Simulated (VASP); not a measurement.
Si: single point with LDA

Si:

```
Si
1.0
     0.00000    2.82308    2.53118
     2.82308    0.00000    2.53118
     2.82308    2.82308    0.00000
Si
2
Cartesian
  2.8231 2.8231 2.5312
  4.2346 4.2346 3.7968
```

This cell differs from its parent crystal: volume 20.173 Å^3 an atom, c/a of the conventional cell 0.8966.

* Program: VASP 6.6.1
* Task: single point
* Functional: LDA
* Potentials or basis: VASP PAW LDA potentials, release 64 (Si)
* Cutoff: 520 eV
* k mesh: 12 × 12 × 12
* Occupations: gaussian, width 0.05 eV
* Spin: no spin polarisation

The pressure is -2.6 GPa. The band gap on the k mesh is zero (band 4 reaches 6.16 eV, above the bottom of band 5 at 5.55 eV).

Stress tensor (GPa, compression positive):
```
-5.26  0.00  0.00
 0.00 -5.26  0.00
 0.00  0.00  2.83
```

Levels at points of the mesh, in eV from the Fermi level:
```tsv
k point	band 2	band 3	band 4	band 5	band 6	band 7
(0.00, 0.00, 0.00)	-0.32	-0.32	0.35	2.20	2.61	2.61
(0.50, 0.00, 0.00)	-7.06	-1.76	-0.84	0.99	2.79	3.96
(0.50, 0.50, 0.00)	-7.47	-3.45	-3.45	-0.02	-0.02	9.66
(0.50, 0.00, 0.50)	-8.10	-2.62	-2.62	0.83	0.83	8.88
```

Run time: 22 s on 1 thread of Intel(R) Xeon(R) 6975P-C (Granite Rapids), with other jobs on the host, peak memory 0.17 GiB.
